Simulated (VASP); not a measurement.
Crystal: Pb2O.

```
CELL_PARAMETERS angstrom
5.38000 0.00000 0.00000
0.00000 5.38000 0.00000
0.00000 0.00000 5.38000
ATOMIC_POSITIONS crystal
Pb 0.25000 0.25000 0.25000
Pb 0.75000 0.75000 0.25000
Pb 0.25000 0.75000 0.75000
Pb 0.75000 0.25000 0.75000
O 0.00000 0.00000 0.00000
O 0.50000 0.50000 0.50000
```

* Program: VASP 6.6.1
* Task: relaxation of cell and atoms
* Functional: PBE
* Potentials or basis: VASP PAW PBE potentials, release 64 (Pb_d, O)
* Cutoff: 600 eV
* k mesh: 8 × 8 × 8
* Occupations: gaussian, width 0.1 eV
* Spin: no spin polarisation

At the start: pressure 2.9 GPa; volume 25.95 Å³/atom.

Problem. How do energy, volume and symmetry change on relaxing?

Solution. Over 3 steps the energy falls by 12.0 meV/atom and the volume is 27.36 Å³/atom (+5.4 %); space group Pn-3m (No. 224, to 0.1 Å) before and after.

The path:
| step | energy change (eV) | largest force (eV/Å) | pressure (GPa) | volume (Å³) |
| --- | --- | --- | --- | --- |
| 1 | 0.0000 | 0.0000 | 2.86 | 155.72 |
| 2 | -0.0676 | 0.0000 | -0.63 | 166.39 |
| 3 | -0.0720 | 0.0000 | 0.00 | 164.16 |

Final structure:
```
Pb O
1.0
     5.47548    0.00000    0.00000
     0.00000    5.47548    0.00000
     0.00000    0.00000    5.47548
Pb O
4 2
Direct
  0.25000 0.25000 0.25000
  0.75000 0.75000 0.25000
  0.25000 0.75000 0.75000
  0.75000 0.25000 0.75000
  0.00000 0.00000 0.00000
  0.50000 0.50000 0.50000
```
